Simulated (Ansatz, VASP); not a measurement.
## Two plane-wave programs on MnF2

```xyz
3
Lattice="3.3433 0.0000 0.0000 -1.6716 2.8954 0.0000 0.0000 0.0000 5.0555" Properties=species:S:1:pos:R:3 pbc="T T T"
Mn    0.0000    0.0000    2.5277
F     1.6716    0.9651    1.5676
F     0.0000    1.9302    3.4879
```

Alike in both runs: functional PBE; k mesh 12 × 12 × 6; occupations gaussian, width 0.02 eV; collinear spin.

Ansatz relaxed the structure, and its values are those at the end. VASP's run is a single point on that final structure, the one shown.

|  | VASP | Ansatz |
| --- | --- | --- |
| version | VASP 6.6.1 | Ansatz 0.2.0 |
| potentials or method | VASP PAW PBE potentials, release 64 (Mn_pv, F), cutoff 520 eV | scalar-relativistic, plane waves, PAW |
| valence electrons in the cell | 27 | 29 |

VASP gave:

```
gap on the k mesh at the Fermi level (eV)                     : 1.89
least direct gap on the mesh (eV)                             : 1.90
pressure (GPa)                                                : 0.0
rms of the force components (eV/Å)                            : 0.008
net moment per atom (μB)                                      : 1.67
size of the moment on the site where the two differ most (μB) : 4.58
```

Task: What did Ansatz give for the same quantities?

Result: gap on the k mesh at the Fermi level (eV): 1.87; least direct gap on the mesh (eV): 1.88; pressure (GPa): 0.0; rms of the force components (eV/Å): 0.000; net moment per atom (μB): 1.67; size of the moment on the site where the two differ most (μB): 4.23.

Site moments also hang on the region over which each program counts them. The functional is the same, so the differences come from potentials, cutoffs and numerics. VASP's potentials hold 27 valence electrons a cell and Ansatz's 29, so a difference there can come from the potentials and not from the codes.
